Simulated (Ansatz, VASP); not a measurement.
Two plane-wave programs on Rb

```xyz
1
Lattice="-2.8426 2.8426 2.8426 2.8426 -2.8426 2.8426 2.8426 2.8426 -2.8426" Properties=species:S:1:pos:R:3 pbc="T T T"
Rb    0.0000    0.0000    0.0000
```

Alike in both runs: task single point; functional PBE; k mesh 10 × 10 × 10; occupations gaussian, width 0.05 eV; non-collinear spin, spin-orbit coupling.

```csv
,VASP,Ansatz
version,VASP 6.6.1,Ansatz 0.2.0
potentials or method,"VASP PAW PBE potentials, release 64 (Rb_sv), cutoff 520 eV","plane waves, PAW"
valence electrons in the cell,9,9
```

|  | VASP | Ansatz | Ansatz less VASP |
| --- | --- | --- | --- |
| pressure (GPa) | 0.0 | 0.0 | +0.01 |
| net moment per atom (μB) | 0.00 | 0.00 | 0.000 |
